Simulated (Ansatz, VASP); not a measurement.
**AlRu: VASP beside Ansatz**

INCAR

```
PREC = Accurate
ENCUT = 520
EDIFF = 1E-7
ISMEAR = -1
SIGMA = 0.05
LREAL = F
LASPH = T
NELM = 150
ALGO = Normal
ISIF = 2
LWAVE = F
LCHARG = F
LNONCOLLINEAR = T
MAGMOM = 0 0 0 0 0 0
LORBIT = 11
LSORBIT = T
GGA_COMPAT = F
LORBMOM = T
LMAXMIX = 4
GGA = PE
NBANDS = 29
```

Contents of KPOINTS:

```
regular mesh
0
Gamma
  12 12 12
```

The input POSCAR:

```
AlRu
1.0
    2.9916000000      0.0000000000      0.0000000000
    0.0000000000      2.9916000000      0.0000000000
    0.0000000000      0.0000000000      2.9916000000
Al Ru
1 1
Direct
    0.0000000000      0.0000000000      0.0000000000
    0.5000000000      0.5000000000      0.5000000000
```

Input for Ansatz:

```yaml
crystal:
  lattice:
    - [2.9916, 0.0, 0.0]
    - [0.0, 2.9916, 0.0]
    - [0.0, 0.0, 2.9916]
  atoms:
    - { symbol: Al, position: [0.0, 0.0, 0.0] }
    - { symbol: Ru, position: [0.5, 0.5, 0.5] }
kpoints:
  mp_grid: { grid: [12, 12, 12] }
  band_path:
    path:
      - [0.0, 0.0, 0.0]
      - [0.0, 0.5, 0.0]
      - [0.5, 0.5, 0.0]
      - [0.0, 0.0, 0.0]
      - [0.5, 0.5, 0.5]
      - [0.0, 0.5, 0.0]
      - [0.5, 0.5, 0.5]
      - [0.5, 0.5, 0.0]
    npoints: 5
scf:
  occupations: { method: fermi_dirac, width: 0.05 }
hamiltonian:
  xc: pbe
  pseudopotentials: { kind: all_electron, lapw: { basis_error: 0.001 } }
output:
  forces: true
  stress: true
  eigenvalues: true
magnetization:
  noncollinear: true
  spin_orbit: true
```

Alike in both runs: task single point; functional PBE; k mesh 12 × 12 × 12; occupations fermi-dirac, width 0.05 eV; non-collinear spin, spin-orbit coupling.

```csv
,VASP,Ansatz
version,VASP 6.6.1,Ansatz 0.2.0
potentials or method,"VASP PAW PBE potentials, release 64 (Al, Ru_pv), cutoff 520 eV",all-electron LAPW
```

|  | VASP | Ansatz | Ansatz less VASP |
| --- | --- | --- | --- |
| pressure (GPa) | 2.5 | 2.5 | -0.06 |
| net moment per atom (μB) | 0.00 | 0.00 | 0.000 |

Ansatz ran all-electron here, and VASP with PAW potentials.
